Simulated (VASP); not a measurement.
# NiO (Fm-3m) in VASP: a series of runs

The runs below take NiO through single point, with PBEsol+U.

Program: VASP 6.6.1. These are calculated values, not measurements. Logs are shortened: lines on timing, memory, paths and dates and some standing lists are left out, and cuts for length are marked.

### Step 1. The cell of the first run

Symmetry: Fm-3m, No. 225, cubic system. Conventional cell: a = 4.183 Å, b = 4.183 Å, c = 4.183 Å, α = 90.00°, β = 90.00°, γ = 90.00°. Within 2.8 Å of Ni (site symmetry m-3m) lie 6 O at 2.09 Å. O (site symmetry m-3m) has 6 Ni at 2.09 Å within 2.8 Å.

### Step 2. Single point, PBEsol+U, collinear spin, antiferromagnetic start

The input, INCAR:

```
SYSTEM = NiO
PREC = Accurate
ENCUT = 520
EDIFF = 1E-6
ISMEAR = 0
SIGMA = 0.05
LREAL = .FALSE.
LASPH = .TRUE.
NELM = 150
ALGO = Normal
ISIF = 2
LWAVE = .FALSE.
LCHARG = .TRUE.
ISPIN = 2
MAGMOM = 2 -2 0 0
LORBIT = 11
LMAXMIX = 4
LDAU = .TRUE.
LDAUTYPE = 2
LDAUL = 2 -1
LDAUU = 7.2 0
LDAUJ = 0 0
LDAUPRINT = 1
GGA = PS
LELF = .TRUE.
LVHAR = .TRUE.
NBANDS = 28
```

The input, KPOINTS:

```
Automatic mesh
0
G
  6 6 6
  0 0 0
```

The input, POSCAR:

```
NiO
1.0
    0.0000000000      2.0913095126      2.0913095126
    2.0913095126      0.0000000000      2.0913095126
    4.1826190252      4.1826190252      0.0000000000
Ni O
2 2
Direct
    0.0000000000      0.0000000000      0.0000000000
    0.0000000000      0.0000000000      0.5000000000
    0.5000000000      0.5000000000      0.2500000000
    0.5000000000      0.5000000000      0.7500000000
```

Potentials or basis: VASP PAW PBE potentials, release 64 (Ni, O).

On the command line:

```bash
$ cat potpaw_PBE.64/Ni/POTCAR potpaw_PBE.64/O/POTCAR > POTCAR
$ mpirun -np 1 vasp_std > vasp.out
```

OUTCAR:

```text
SYSTEM = NiO
   PREC = Accurate
   ENCUT = 520
   EDIFF = 1E-6
   ISMEAR = 0
   LREAL = .FALSE.
   LASPH = .TRUE.
   NELM = 150
   ISIF = 2
   ISPIN = 2
   LORBIT = 11
   GGA = PS

 ion  position               nearest neighbor table
   1  0.000  0.000  0.000-   4 2.09   3 2.09   4 2.09   3 2.09   4 2.09   3 2.09   2 2.96   2 2.96
                             2 2.96   2 2.96   2 2.96   2 2.96
   2  0.000  0.000  0.500-   3 2.09   3 2.09   4 2.09   3 2.09   4 2.09   4 2.09   1 2.96   1 2.96
                             1 2.96   1 2.96   1 2.96   1 2.96
   3  0.500  0.500  0.250-   1 2.09   1 2.09   2 2.09   1 2.09   2 2.09   2 2.09
   4  0.500  0.500  0.750-   2 2.09   1 2.09   2 2.09   1 2.09   2 2.09   1 2.09

  LATTYP: Found a trigonal (rhomboedric) cell.
 ALAT       =     5.1226412001
 COS(alpha) =     0.8333333333

  Lattice vectors:

 A1 = (   4.1826190252,   2.0913095126,  -2.0913095126)
 A2 = (   2.0913095126,   2.0913095126,  -4.1826190252)
 A3 = (   2.0913095126,   4.1826190252,  -2.0913095126)

Analysis of symmetry for initial positions (statically):
=====================================================================
 Subroutine PRICEL returns following result:

  LATTYP: Found a face centered cubic cell.
 ALAT       =     4.1826190252
[... 12 lines left out ...]
 Subroutine GETGRP returns: Found 12 space group operations
 (whereof 12 operations were pure point group operations)
 out of a pool of 12 trial point group operations.

The static configuration has the point symmetry D_3d.

Analysis of symmetry for dynamics (positions and initial velocities):
=====================================================================
 Subroutine PRICEL returns following result:

  LATTYP: Found a face centered cubic cell.
 ALAT       =     4.1826190252
[... 12 lines left out ...]
 Subroutine GETGRP returns: Found 12 space group operations
 (whereof 12 operations were pure point group operations)
 out of a pool of 12 trial point group operations.

The dynamic configuration has the point symmetry D_3d.

Analysis of structural, dynamic, and magnetic symmetry:
=====================================================================
 Subroutine PRICEL returns following result:

  LATTYP: Found a face centered cubic cell.
 ALAT       =     4.1826190252
[... 12 lines left out ...]
 Subroutine GETGRP returns: Found 12 space group operations
 (whereof 12 operations were pure point group operations)
 out of a pool of 12 trial point group operations.

The overall configuration has the point symmetry D_3d.

 Subroutine INISYM returns: Found 12 space group operations
 (whereof 12 operations are pure point group operations),
 and found     2 'primitive' translations

----------------------------------------------------------------------------------------

                                     Primitive cell

  volume of cell :      18.2930

  direct lattice vectors                    reciprocal lattice vectors
     0.000000000  2.091309513  2.091309513    -0.239084649  0.239084649  0.239084649
     2.091309513  0.000000000  2.091309513     0.239084649 -0.239084649  0.239084649
     2.091309513  2.091309513  0.000000000     0.239084649  0.239084649 -0.239084649

  length of vectors
     2.957558276  2.957558276  2.957558276     0.414106759  0.414106759  0.414106759

  position of ions in fractional coordinates (direct lattice)
     0.000000000  0.000000000  0.000000000
     0.500000000  0.500000000  0.500000000

[... 142 lines left out ...]

  o =  0.1473  v =  0.0000  0.0000  0.0000  0.0000  0.0000  0.0000  0.0004 -0.0130 -0.0004  0.9999      0.0000  0.0000  0.0000  0.0000  0.0000  0.0000  0.0000  0.0000  0.0000  0.0000
  o =  0.1473  v =  0.0000  0.0000  0.0000  0.0000  0.0000 -0.0005 -0.0002  0.9999 -0.0002  0.0130      0.0000  0.0000  0.0000  0.0000  0.0000  0.0000  0.0000  0.0000  0.0000  0.0000
  o =  0.9848  v =  0.0000  0.0000  0.0000  0.0000  0.0000  0.8164  0.3970  0.0006  0.4194  0.0000      0.0000  0.0000  0.0000  0.0000  0.0000  0.0000  0.0000  0.0000  0.0000  0.0000
  o =  0.9848  v =  0.0000  0.0000  0.0000  0.0000  0.0000 -0.0129 -0.7135 -0.0000  0.7005  0.0006      0.0000  0.0000  0.0000  0.0000  0.0000  0.0000  0.0000  0.0000  0.0000  0.0000
  o =  0.9848  v =  0.0000  0.0000  0.0000  0.0000  0.0000 -0.5774  0.5774  0.0000  0.5774 -0.0000      0.0000  0.0000  0.0000  0.0000  0.0000  0.0000  0.0000  0.0000  0.0000  0.0000
  o =  0.9865  v = -0.5774  0.5774 -0.0000  0.5774  0.0000  0.0000  0.0000  0.0000  0.0000  0.0000      0.0000  0.0000  0.0000  0.0000  0.0000  0.0000  0.0000  0.0000  0.0000  0.0000
  o =  0.9865  v =  0.7992  0.2550  0.0002  0.5442  0.0000  0.0000  0.0000  0.0000  0.0000  0.0000      0.0000  0.0000  0.0000  0.0000  0.0000  0.0000  0.0000  0.0000  0.0000  0.0000
  o =  0.9865  v = -0.1670 -0.7756 -0.0000  0.6087  0.0002  0.0000  0.0000  0.0000  0.0000  0.0000      0.0000  0.0000  0.0000  0.0000  0.0000  0.0000  0.0000  0.0000  0.0000  0.0000
  o =  1.0384  v = -0.0002 -0.0001  1.0000 -0.0001 -0.0000  0.0000  0.0000  0.0000  0.0000  0.0000      0.0000  0.0000  0.0000  0.0000  0.0000  0.0000  0.0000  0.0000  0.0000  0.0000
  o =  1.0384  v =  0.0000  0.0001  0.0000 -0.0001  1.0000  0.0000  0.0000  0.0000  0.0000  0.0000      0.0000  0.0000  0.0000  0.0000  0.0000  0.0000  0.0000  0.0000  0.0000  0.0000

atom =   2  type =  1  l = 2

 onsite density matrix

spin component  1

  0.9848 -0.0000  0.0004 -0.0000 -0.0000
 -0.0000  0.9848  0.0002  0.0000 -0.0003
  0.0004  0.0002  0.1473  0.0002  0.0000
 -0.0000  0.0000  0.0002  0.9848  0.0003
 -0.0000 -0.0003  0.0000  0.0003  0.1473

spin component  2

  0.9865  0.0000 -0.0000  0.0000  0.0000
  0.0000  0.9865 -0.0000 -0.0000  0.0000
 -0.0000 -0.0000  1.0384 -0.0000  0.0000
  0.0000 -0.0000 -0.0000  0.9865 -0.0000
  0.0000  0.0000  0.0000 -0.0000  1.0384

 occupancies and eigenvectors

  o =  0.1473  v = -0.0005 -0.0003  0.9685 -0.0001 -0.2492  0.0000  0.0000  0.0000  0.0000  0.0000      0.0000  0.0000  0.0000  0.0000  0.0000  0.0000  0.0000  0.0000  0.0000  0.0000
  o =  0.1473  v =  0.0001 -0.0003 -0.2492  0.0005 -0.9685  0.0000  0.0000  0.0000  0.0000  0.0000      0.0000  0.0000  0.0000  0.0000  0.0000  0.0000  0.0000  0.0000  0.0000  0.0000
  o =  0.9848  v =  0.6540 -0.0964  0.0005  0.7504  0.0003  0.0000  0.0000  0.0000  0.0000  0.0000      0.0000  0.0000  0.0000  0.0000  0.0000  0.0000  0.0000  0.0000  0.0000  0.0000
  o =  0.9848  v = -0.4889 -0.8108 -0.0003  0.3219  0.0005  0.0000  0.0000  0.0000  0.0000  0.0000      0.0000  0.0000  0.0000  0.0000  0.0000  0.0000  0.0000  0.0000  0.0000  0.0000
  o =  0.9848  v = -0.5774  0.5774 -0.0000  0.5774 -0.0000  0.0000  0.0000  0.0000  0.0000  0.0000      0.0000  0.0000  0.0000  0.0000  0.0000  0.0000  0.0000  0.0000  0.0000  0.0000
  o =  0.9865  v =  0.0000  0.0000  0.0000  0.0000  0.0000 -0.5774  0.5774  0.0000  0.5774 -0.0000      0.0000  0.0000  0.0000  0.0000  0.0000  0.0000  0.0000  0.0000  0.0000  0.0000
  o =  0.9865  v =  0.0000  0.0000  0.0000  0.0000  0.0000 -0.1637 -0.7746 -0.0000  0.6109  0.0002      0.0000  0.0000  0.0000  0.0000  0.0000  0.0000  0.0000  0.0000  0.0000  0.0000
  o =  0.9865  v =  0.0000  0.0000  0.0000  0.0000  0.0000  0.7999  0.2582  0.0002  0.5417  0.0000      0.0000  0.0000  0.0000  0.0000  0.0000  0.0000  0.0000  0.0000  0.0000  0.0000
  o =  1.0384  v =  0.0000  0.0000  0.0000  0.0000  0.0000 -0.0002 -0.0001  1.0000 -0.0001 -0.0000      0.0000  0.0000  0.0000  0.0000  0.0000  0.0000  0.0000  0.0000  0.0000  0.0000
  o =  1.0384  v =  0.0000  0.0000  0.0000  0.0000  0.0000  0.0000  0.0001  0.0000 -0.0001  1.0000      0.0000  0.0000  0.0000  0.0000  0.0000  0.0000  0.0000  0.0000  0.0000  0.0000

 number of electron      32.0000011 magnetization      -0.0000000

 Free energy of the ion-electron system (eV)
  ---------------------------------------------------
  ext. energy  EPLUGINS =         0.00000000
  ---------------------------------------------------
  free energy    TOTEN  =       -21.82587138 eV

  energy without entropy =      -21.82587138  energy(sigma->0) =      -21.82587138

 E-fermi :   6.1919     XC(G=0): -12.8818

 val. band max:        5.9818007473   @ k =   0.0000   0.0000   0.5000
 cond. band min:       9.3808259135   @ k =   0.0000   0.0000   0.0000
 fundamental gap:      3.3990251661
 Fermi energy:         6.1918976081

 spin component 1

 k-point     1 :       0.0000    0.0000    0.0000
  band No.  band energies     occupation
      1     -12.0910      1.00000
      2     -10.6173      1.00000
      3      -1.1082      1.00000
      4      -0.6334      1.00000
      5      -0.6334      1.00000
      6       1.3131      1.00000
[... 1481 lines left out ...]
     27      25.2401      0.00000
     28      25.2838      0.00000

 [... further k-points ...]

------------------------ aborting loop because EDIFF is reached ----------------------------------------

  FORCE on cell =-STRESS in cart. coord.  units (eV):
  Direction    XX          YY          ZZ          XY          YZ          ZX
  --------------------------------------------------------------------------------------
  -------------------------------------------------------------------------------------
  Total       -2.5546221     -2.5546221     -2.5546221     -0.0169898      0.0169898      0.0169898
  in kB     -111.8722359   -111.8722359   -111.8722359     -0.7440197      0.7440197      0.7440197
  external PRESSURE =    -111.8722359 kB  Pullay stress =       0.0000000 kB

 VOLUME and BASIS-vectors are now :
 -----------------------------------------------------------------------------
  energy-cutoff  :      520.00
  volume of cell :       36.59
      direct lattice vectors                 reciprocal lattice vectors
     0.000000000  2.091309513  2.091309513    -0.239084649  0.239084649  0.239084649
     2.091309513  0.000000000  2.091309513     0.239084649 -0.239084649  0.239084649
     4.182619025  4.182619025  0.000000000     0.119542324  0.119542324 -0.119542324

 POSITION                                       TOTAL-FORCE (eV/Angst)
 -----------------------------------------------------------------------------------
      0.00000      0.00000      0.00000         0.000000      0.000000      0.000000
      2.09131      2.09131      0.00000         0.000000      0.000000      0.000000
      2.09131      2.09131      2.09131        -0.000000      0.000000      0.000000
      4.18262      4.18262      2.09131        -0.000000     -0.000000     -0.000000
 -----------------------------------------------------------------------------------
    total drift:                                0.000000     -0.000000     -0.000000

  FREE ENERGIE OF THE ION-ELECTRON SYSTEM (eV)
  ---------------------------------------------------
  free  energy   TOTEN  =       -21.8258713829 eV

  energy  without entropy=      -21.8258713829  energy(sigma->0) =      -21.82587138

 total charge

# of ion       s       p       d       tot
------------------------------------------
    1        0.345   0.427   8.256   9.029
    2        0.345   0.427   8.256   9.029
    3        1.543   3.452   0.000   4.994
    4        1.543   3.452   0.000   4.994
--------------------------------------------------
tot          3.776   7.758  16.512  28.046

 magnetization (x)

# of ion       s       p       d       tot
------------------------------------------
    1       -0.001  -0.004   1.784   1.779
    2        0.001   0.004  -1.784  -1.779
    3        0.000   0.000   0.000   0.000
    4        0.000   0.000   0.000   0.000
--------------------------------------------------
tot          0.000   0.000   0.000   0.000
```

It took 39 s on 1 thread of Intel Xeon 6975P-C (Granite Rapids), shared host; peak memory 0.21 GiB.

What came out:

```
Free energy                                           : -21.8259 eV
Pressure                                              : -11.2 GPa
Band gap on the k mesh                                : 3.40 eV
Net moment                                            : 0.00 μB per cell
Site moments                                          : Ni +1.78, -1.78; O +0.00 μB
Valence electrons inside the program's atomic spheres : Ni 9.03; O 4.99
```

Eigenvalues of the final occupation matrices:
```csv
site,spin,trace,eigenvalues
site 1 d,1,5.04,0.99 0.99 0.99 1.04 1.04
site 1 d,2,3.25,0.15 0.15 0.98 0.98 0.98
site 2 d,1,3.25,0.15 0.15 0.98 0.98 0.98
site 2 d,2,5.04,0.99 0.99 0.99 1.04 1.04
```

Caveat: the k points lie up to 0.43 Å⁻¹ apart; the PAW data sets were made with another functional, which shifts forces and pressure a little.

[end of part 1 of 2]
